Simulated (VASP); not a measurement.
Wanted: the native input for a VASP 6.6.1 run.

| Item | Value |
| --- | --- |
| Task | relaxation of cell and atoms |
| Functional | PBE |
| Potentials or basis | VASP PAW PBE potentials, release 64 (Al, H_h) |
| Cutoff | 1230 eV |
| k mesh | 6 × 6 × 4 |
| Occupations | gaussian, width 0.1 eV |
| Spin | no spin polarisation |
| Dipole correction | no |
| Further INCAR settings | ALGO = Normal; EDIFF = 1e-07; IBRION = 2; EDIFFG = -0.04; NSW = 90; ISIF = 3 |

The structure of AlH6 lies in POSCAR:

```
AlH6
1.0
    3.8037012400      0.0000000000      0.0000000000
   -1.9018506200      3.2941019000      0.0000000000
    0.0000000000      0.0000000000      4.0907169600
Al H
1 6
Direct
    0.0000000000      0.0000000000      0.5000000000
    0.6352148200      0.0000000000      0.5000000000
    0.0000000000      0.6352148200      0.5000000000
    0.3647851800      0.3647851800      0.5000000000
    0.3647851800      0.0000000000      0.5000000000
    0.0000000000      0.3647851800      0.5000000000
    0.6352148200      0.6352148200      0.5000000000
```

The cell was generated, and may not be a known phase.

These files were run (other wordings do the same):

INCAR

```
  PREC = Accurate
  ENCUT = 1230
  EDIFF = 1E-7
  ISMEAR = 0
  SIGMA = 0.1
  LREAL = F
  LASPH = T
  NELM = 120
  ALGO = Normal
  ISIF = 3
  LWAVE = F
  LCHARG = F
  GGA = PE
  IBRION = 2
  NSW = 90
  EDIFFG = -0.04
  GGA_COMPAT = F
  NELMIN = 4
```

KPOINTS

```
regular mesh
0
Gamma
  6 6 4
```

Potentials or basis: VASP PAW PBE potentials, release 64 (Al, H_h).

Run with:

```sh
$ cat potpaw_PBE.64/Al/POTCAR potpaw_PBE.64/H_h/POTCAR > POTCAR
$ mpirun -np 1 vasp_std > vasp.out
```

It gave:

* Relaxed volume: 10.89 Å³/atom
* Relaxed cell: a = 5.611 Å, b = 5.611 Å, c = 2.795 Å, α = 90.00°, β = 90.00°, γ = 120.00°
* Space group after relaxing (to 0.1 Å): P6/mmm (No. 191)
* Energy gained by relaxing: 1287.6 meV/atom
* Ionic steps: 46
* Pressure after relaxing: 0.1 GPa
* Largest force after relaxing: 0.019 eV/Å
* Band gap on the k mesh: zero (an odd number of electrons rules out a gap without spin polarisation)

Caveat: the k points lie up to 0.56 Å⁻¹ apart in the final cell, too coarse for converged energies and pressures of a metal; the volume moved by over 15 % at a fixed basis, so the end points are rough; an odd number of electrons without spin polarisation forces a metal; a magnetic or distorted state may lie lower.

Wall time 8.6 min on 1 thread of Intel(R) Xeon(R) 6975P-C (Granite Rapids) (shared host), peak memory 0.36 GiB.
